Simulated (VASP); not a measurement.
# C in VASP: notebook

The runs below take C through single point, with PBE+D3(BJ).

Everything below comes from runs of VASP 6.6.1. Logs are shortened: lines on timing, memory, paths and dates and some standing lists are left out, and cuts for length are marked.

## 1. The cell of the first run

The cell holds a slab with vacuum, 2 atoms: a = 2.466 Å, b = 2.466 Å, c = 20.034 Å, α = 90.00°, β = 90.00°, γ = 120.00°.

## 2. Single point, PBE+D3(BJ)

Input file INCAR:

```
SYSTEM = C
ALGO = Normal ; DIPOL = 0.5 0.5 0.500
EDIFF = 1E-7 ; ENCUT = 520
GGA = PE ; IDIPOL = 3
ISIF = 2 ; ISMEAR = 0
IVDW = 12 ; LASPH = .TRUE.
LCHARG = .FALSE. ; LDIPOL = .TRUE.
LREAL = .FALSE. ; LWAVE = .FALSE.
NBANDS = 11 ; NELM = 100
PREC = Accurate ; SIGMA = 0.05
```

Input file KPOINTS:

```
k-points
0
G
  15 15 1
  0 0 0
```

Input file POSCAR:

```
C
1.0
    2.4658514366      0.0000000029      0.0000000000
   -1.2329257208      2.1354899846      0.0000000000
    0.0000000000      0.0000000000     20.0339499929
C
2
Direct
    0.0000000000      0.0000000000      0.5000000592
    0.6666666667      0.3333333333      0.4999999408
```

Potentials or basis: VASP PAW PBE potentials, release 64 (C).

Command:

```
cat potpaw_PBE.64/C/POTCAR > POTCAR
mpirun -np 1 vasp_std > vasp.out
```

OUTCAR:

```text
SYSTEM = C
   EDIFF = 1E-7
   ENCUT = 520
   GGA = PE
   ISIF = 2
   ISMEAR = 0
   IVDW = 12
   LASPH = .TRUE.
   LREAL = .FALSE.
   NELM = 100
   PREC = Accurate
 IVDW          = 12

 ion  position               nearest neighbor table
   1  0.000  0.000  0.500-   2 1.42   2 1.42   2 1.42
   2  0.667  0.333  0.500-   1 1.42   1 1.42   1 1.42

  LATTYP: Found a hexagonal cell.
 ALAT       =     2.4658514366
 C/A-ratio  =     8.1245567740

  Lattice vectors:

 A1 = (   2.4658514366,   0.0000000029,   0.0000000000)
 A2 = (  -1.2329257208,   2.1354899846,   0.0000000000)
 A3 = (   0.0000000000,   0.0000000000,  20.0339499929)

Analysis of symmetry for initial positions (statically):
=====================================================================
 Subroutine PRICEL returns:
 Original cell was already a primitive cell.

 Routine SETGRP: Setting up the symmetry group for a
 hexagonal supercell.

 Subroutine GETGRP returns: Found 24 space group operations
 (whereof 12 operations were pure point group operations)
 out of a pool of 24 trial point group operations.

The static configuration has the point symmetry D_3h.
 The point group associated with its full space group is D_6h.

Analysis of symmetry for dynamics (positions and initial velocities):
=====================================================================
 Subroutine PRICEL returns:
 Original cell was already a primitive cell.

 Routine SETGRP: Setting up the symmetry group for a
 hexagonal supercell.

 Subroutine GETGRP returns: Found 24 space group operations
 (whereof 12 operations were pure point group operations)
 out of a pool of 24 trial point group operations.

The dynamic configuration has the point symmetry D_3h.
 The point group associated with its full space group is D_6h.

 Subroutine INISYM returns: Found 24 space group operations
 (whereof 12 operations are pure point group operations),
 and found     1 'primitive' translations

----------------------------------------------------------------------------------------

                                     Primitive cell

  volume of cell :     105.4948

  direct lattice vectors                    reciprocal lattice vectors
     2.465851437  0.000000003  0.000000000     0.405539435  0.234138303  0.000000000
    -1.232925721  2.135489985  0.000000000    -0.000000001  0.468276605  0.000000000
     0.000000000  0.000000000 20.033949993     0.000000000  0.000000000  0.049915269

  length of vectors
     2.465851437  2.465851437 20.033949993     0.468276605  0.468276605  0.049915269

  position of ions in fractional coordinates (direct lattice)
     0.000000000  0.000000000  0.500000059
     0.666666667  0.333333333  0.499999941

  ion indices of the primitive-cell ions
   primitive index   ion index
                 1           1
                 2           2

----------------------------------------------------------------------------------------

 KPOINTS: k-points

Automatic generation of k-mesh.
 Grid dimensions read from file:
 generate k-points for:   15   15    1

 Generating k-lattice:

  Cartesian coordinates                     Fractional coordinates (reciprocal lattice)
     0.027035962  0.015609220  0.000000000     0.066666667  0.000000000  0.000000000
    -0.000000000  0.031218440  0.000000000    -0.000000000  0.066666667  0.000000000
     0.000000000  0.000000000  0.049915269     0.000000000  0.000000000  1.000000000

  Length of vectors
     0.031218440  0.031218440  0.049915269

  Shift w.r.t. Gamma in fractional coordinates (k-lattice)
     0.000000000  0.000000000  0.000000000

 Subroutine IBZKPT returns following result:
 ===========================================

 Found     27 irreducible k-points:

 Following reciprocal coordinates:
            Coordinates               Weight
  0.000000  0.000000  0.000000      1.000000
  0.066667  0.000000  0.000000      6.000000
  0.133333 -0.000000  0.000000      6.000000
  0.200000 -0.000000  0.000000      6.000000
  0.266667 -0.000000  0.000000      6.000000
  0.333333  0.000000  0.000000      6.000000
[... 16 lines left out ...]
  0.333333  0.200000  0.000000     12.000000
  0.400000  0.200000  0.000000      6.000000
 [... further k-points ...]
   k-points           NKPTS =     27   k-points in BZ     NKDIM =     27   number of bands    NBANDS=     11
   number of dos      NEDOS =    301   number of ions     NIONS =      2
   total plane-waves  NPLWV =  48600
   dimension x,y,z NGX =    18 NGY =   18 NGZ =  150
   dimension x,y,z NGXF=    36 NGYF=   36 NGZF=  300
   ions per type =               2
   NGX,Y,Z   is equivalent  to a cutoff of  12.14, 12.14, 12.45 a.u.
   NGXF,Y,Z  is equivalent  to a cutoff of  24.27, 24.27, 24.89 a.u.
 SYSTEM =  C
   PREC   = accura    normal or accurate (medium, high low for compatibility)
   ISTART =      0    job   : 0-new  1-cont  2-samecut
   ICHARG =      2    charge: 1-file 2-atom 10-const
   ISPIN  =      1    spin polarized calculation?
   LNONCOLLINEAR =      F non collinear calculations
   LSORBIT =      F    spin-orbit coupling
   LASPH  =      T    aspherical Exc in radial PAW
   ENCUT  =  520.0 eV  38.22 Ry    6.18 a.u.   4.58  4.58 37.25*2*pi/ulx,y,z
   NELM   =    100;   NELMIN=  2; NELMDL= -5     # of ELM steps
   EDIFF  = 0.1E-06   stopping-criterion for ELM
   LREAL  =      F    real-space projection
   EDIFFG = 0.1E-05   stopping-criterion for IOM
   NSW    =      0    number of steps for IOM
   IBRION =     -1    ionic relax: 0-MD 1-quasi-New 2-CG
   NFREE  =      0    steps in history (QN), initial steepest desc. (CG)
   ISIF   =      2    stress and relaxation
   ISYM   =      2    0-nonsym 1-usesym 2-fastsym
   POTIM  = 0.5000    time-step for ionic-motion
   TEBEG  =    0.0;   TEEND  =   0.0 temperature during run
   PSTRESS=    0.0 pullay stress
   NELECT =       8.0000    total number of electrons
   NUPDOWN=      -1.0000    fix difference up-down
   EMIN   =  10.00;   EMAX   =-10.00  energy-range for DOS
   EFERMI =   0.00;   METHOD = LEGACY
   ISMEAR =     0;   SIGMA  =   0.05  broadening in eV -4-tet -1-fermi 0-gaus
   EFERMI_NEDOS =   21; number of points for ismear=-14 and -15
   IALGO  =     38    algorithm
   IMIX   =      4    mixing-type and parameters
     AMIX     =   0.40;   BMIX     =  1.00
     AMIX_MAG =   1.60;   BMIX_MAG =  1.00
  volume/ion in A,a.u.               =      52.75       355.96
  Fermi-wavevector in a.u.,A,eV,Ry     =   0.692938  1.309463  6.533018  0.480163
  Thomas-Fermi vector in A             =   1.775011
   LORBIT       =      0    0 simple, 1 ext, 2 COOP (PROOUT), +10 PAW based schemes
   GGA     = PE    functional components
   LHFCALC =     F    Hartree Fock is set to
   AEXX    =    0.0000 exact exchange contribution
   IVDW    =    12    specifies the selected vdW correction
   LEPSILON=     F    determine dielectric tensor
   LRPA    =     F    only Hartree local field effects (RPA)
 non-spin polarized calculation
 Gauss-broadening in eV      SIGMA  =   0.05
  energy-cutoff  :      520.00
  volume of cell :      105.49
 maximum number of plane-waves:      2886
   NGX =  9   NGY =  9   NGZ = 75

 dipolmoment           0.000000      0.000000     -0.000000 electrons x Angstroem

 number of electron       7.9999997 magnetization

 dipolmoment           0.000000      0.000000      0.000000 electrons x Angstroem

 Free energy of the ion-electron system (eV)
  ---------------------------------------------------
  ext. energy  EPLUGINS =         0.00000000
  ---------------------------------------------------
  free energy    TOTEN  =       -18.44849461 eV

  energy without entropy =      -18.44799310  energy(sigma->0) =      -18.44824386

 E-fermi :  -2.7447     XC(G=0):  -2.1560

 val. band max:       -2.7447179230   @ k =   0.3333   0.3333   0.0000
 cond. band min:      -2.7447179196   @ k =   0.3333   0.3333   0.0000
 fundamental gap:      0.0000000034
 Fermi energy:        -2.7447179213

 k-point     1 :       0.0000    0.0000    0.0000
  band No.  band energies     occupation
      1     -22.2686      2.00000
      2     -10.3630      2.00000
      3      -5.7908      2.00000
      4      -5.7908      2.00000
      5       0.5170      0.00000
      6       1.3155      0.00000
      7       1.6746      0.00000
      8       2.5853      0.00000
      9       3.0358      0.00000
     10       4.7081      0.00000
     11       5.3155      0.00000

 k-point     2 :       0.0667    0.0000    0.0000
  band No.  band energies     occupation
      1     -22.1636      2.00000
      2     -10.2376      2.00000
      3      -6.2151      2.00000
      4      -6.0128      2.00000
      5       0.6595      0.00000
      6       1.4599      0.00000
      7       1.8207      0.00000
      8       2.7301      0.00000
      9       3.1802      0.00000
     10       4.8488      0.00000
     11       5.4405      0.00000

 k-point     3 :       0.1333   -0.0000    0.0000
  band No.  band energies     occupation
      1     -21.8492      2.00000
      2      -9.8635      2.00000
      3      -7.3425      2.00000
      4      -6.5755      2.00000
      5       1.0871      0.00000
      6       1.8926      0.00000
      7       2.2592      0.00000
      8       3.1642      0.00000
      9       3.6134      0.00000
     10       5.2780      0.00000
     11       5.5969      0.00000
[... 267 lines left out ...]
 k-point    23 :       0.3333    0.2000    0.0000
  band No.  band energies     occupation
      1     -17.3458      2.00000
      2     -14.3947      2.00000
      3     -11.4587      2.00000
      4      -4.8943      2.00000
      5      -0.7095      0.00000
      6       7.4085      0.00000
      7       7.9461      0.00000
      8       8.1453      0.00000
      9       8.8330      0.00000
     10       9.2861      0.00000
     11      10.0911      0.00000

 k-point    24 :       0.4000    0.2000    0.0000
  band No.  band energies     occupation
      1     -16.4196      2.00000
      2     -15.4300      2.00000
      3     -11.5914      2.00000
      4      -4.2462      2.00000
      5      -1.4462      0.00000
      6       8.0635      0.00000
      7       8.5803      0.00000
      8       9.1587      0.00000
      9       9.3871      0.00000
     10      10.3951      0.00000
     11      10.8576      0.00000

 [... further k-points ...]

------------------------ aborting loop because EDIFF is reached ----------------------------------------

 vacuum level on the upper side and lower side of the slab       (xc-potential included)        -0.079        -0.079

 Edisp (eV)   -0.17722

 E8    (eV) :    -0.0555

  FORCE on cell =-STRESS in cart. coord.  units (eV):
  Direction    XX          YY          ZZ          XY          YZ          ZX
  --------------------------------------------------------------------------------------
  -------------------------------------------------------------------------------------
  Total       0.07271     0.07271    -0.01123     0.00000     0.00000     0.00000
  in kB       1.10428     1.10428    -0.17048     0.00000     0.00000     0.00000
  external pressure =        0.68 kB  Pullay stress =        0.00 kB

 VOLUME and BASIS-vectors are now :
 -----------------------------------------------------------------------------
  energy-cutoff  :      520.00
  volume of cell :      105.49
      direct lattice vectors                 reciprocal lattice vectors
     2.465851437  0.000000003  0.000000000     0.405539435  0.234138303  0.000000000
    -1.232925721  2.135489985  0.000000000    -0.000000001  0.468276605  0.000000000
     0.000000000  0.000000000 20.033949993     0.000000000  0.000000000  0.049915269

 POSITION                                       TOTAL-FORCE (eV/Angst)
 -----------------------------------------------------------------------------------
      0.00000      0.00000     10.01698         0.000000     -0.000000      0.000000
      1.23293      0.71183     10.01697        -0.000000      0.000000      0.000000
 -----------------------------------------------------------------------------------
    total drift:                               -0.000000      0.000000      0.000000

  FREE ENERGIE OF THE ION-ELECTRON SYSTEM (eV)
  ---------------------------------------------------
  free  energy   TOTEN  =       -18.6257194187 eV

  energy  without entropy=      -18.6252179169  energy(sigma->0) =      -18.62546867

 vacuum level on the upper side and lower side of the slab         1.459         1.459
```

It took 29 s on 1 thread of Intel Xeon 6975P-C (Granite Rapids), shared host; peak memory 0.2 GiB.

Results:

```
Free energy                : -18.6257 eV
Band gap on the k mesh     : zero (filled and empty bands touch)
Dispersion energy per atom : -0.089 eV
```

Levels at points of the mesh, in eV from the Fermi level:
| k point | band 1 | band 2 | band 3 | band 4 | band 5 | band 6 | band 7 | band 8 | band 9 |
| --- | --- | --- | --- | --- | --- | --- | --- | --- | --- |
| (0.00, 0.00, 0.00) | -19.52 | -7.62 | -3.05 | -3.05 | 3.26 | 4.06 | 4.42 | 5.33 | 5.78 |

## 3. Single point, PBE+D3(BJ)

This run uses another cell than the first one, of 52.92 Å³/atom, 1.003 times its volume.

Input file INCAR:

```
SYSTEM = C
PREC     = Accurate       ! precision mode
ENCUT    = 520            ! plane-wave cutoff, eV
EDIFF    = 1E-6           ! SCF threshold, eV
ISMEAR   = 0              ! smearing method
SIGMA    = 0.05           ! smearing width, eV
LREAL    = .FALSE.        ! projectors in reciprocal space
LASPH    = .TRUE.         ! aspherical terms in the spheres
NELM     = 100            ! most SCF steps
ALGO     = Normal         ! electronic algorithm
ISIF     = 2              ! what is computed and relaxed
LWAVE    = .FALSE.        ! write WAVECAR
LCHARG   = .TRUE.         ! write CHGCAR
LDIPOL   = .TRUE.       
IDIPOL   = 3            
DIPOL    = 0.5 0.5 0.500
GGA      = PE             ! functional
IVDW     = 12             ! dispersion correction
LELF     = .TRUE.         ! ELF
LVHAR    = .TRUE.       
LVACPOTAV= .TRUE.       
NBANDS   = 11             ! bands
```

Input file KPOINTS:

```
regular mesh
0
G
  15 15 1
  0 0 0
```

Input file POSCAR:

```
C
1.0
    2.4699988100      0.0000000000      0.0000000000
   -1.2349994100      2.1390817200      0.0000000000
    0.0000000000      0.0000000000     20.0339499929
C
2
Direct
    0.0000000000      0.0000000000      0.4991526885
    0.6666666700      0.3333333300      0.5008473115
```

Potentials or basis: VASP PAW PBE potentials, release 64 (C).

Command:

```
cat potpaw_PBE.64/C/POTCAR > POTCAR
mpirun -np 1 vasp_std > vasp.out
```

Wall time 28 s (1 thread of Intel Xeon 6975P-C (Granite Rapids), shared host); peak memory 0.2 GiB.

The run converged. Its results:

- Free energy: -18.6160 eV
- Largest force: 0.569 eV/Å
- Band gap on the k mesh: zero (filled and empty bands touch)
- Dispersion energy per atom: -0.089 eV

Forces in eV/Å, atoms in the order of the input:
```
C    0.000  0.000  0.569
C    0.000  0.000 -0.569
```

Levels at points of the mesh, in eV from the Fermi level:
```csv
k point,band 2,band 3,band 4,band 5,band 6,band 7
"(0.00, 0.00, 0.00)",-7.58,-3.04,-3.04,3.27,4.07,4.42
```
